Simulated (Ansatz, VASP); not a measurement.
# HfO2 in VASP and in Ansatz

```
CELL_PARAMETERS angstrom
5.04622 0.00000 0.00000
0.00000 5.13020 0.00000
0.00000 0.00000 4.85806
ATOMIC_POSITIONS crystal
Hf 0.22259 0.78180 0.27207
Hf 0.72259 0.71820 0.72793
Hf 0.77741 0.21820 0.27207
Hf 0.27741 0.28180 0.72793
O 0.18682 0.16365 0.10453
O 0.68682 0.33635 0.89547
O 0.81318 0.83635 0.10453
O 0.31318 0.66365 0.89547
O 0.00000 0.50000 0.48905
O 0.50000 0.00000 0.51095
O 0.00000 0.00000 0.57562
O 0.50000 0.50000 0.42438
```

Alike in both runs: task single point; functional PBE; k mesh 5 × 5 × 6; occupations fermi-dirac, width 0.05 eV; no spin polarisation.

|  | VASP | Ansatz |
| --- | --- | --- |
| version | VASP 6.6.1 | Ansatz 0.2.0 |
| potentials or method | VASP PAW PBE potentials, release 64 (Hf_pv, O) | Ansatz PAW |
| plane-wave cutoff (eV) | 520 | 420 |
| valence electrons in the cell | 88 | 152 |

VASP gave:

| Quantity | Value |
| --- | --- |
| gap on the k mesh at the Fermi level (eV) | 3.88 |
| least direct gap on the mesh (eV) | 3.88 |
| pressure (GPa) | 12.4 |
| traceless stress, the component that is largest in VASP (GPa) | -1.01 |
| rms of the force components (eV/Å) | 0.106 |

**Question.** Which values does Ansatz return?

**Answer.** gap on the k mesh at the Fermi level (eV): 3.91; least direct gap on the mesh (eV): 3.91; pressure (GPa): 16.0; traceless stress, the component that is largest in VASP (GPa): -1.18; rms of the force components (eV/Å): 0.142.

Atom by atom the forces differ by 0.044 eV/Å (rms over components). VASP's potentials hold 88 valence electrons a cell and Ansatz's 152, so a difference there can come from the potentials and not from the codes.

Spin-orbit coupling is off throughout. Noted on Ansatz's run: odd divisions of the mesh miss points on the zone boundary, where band edges often lie, so the gap on the mesh can be too wide.
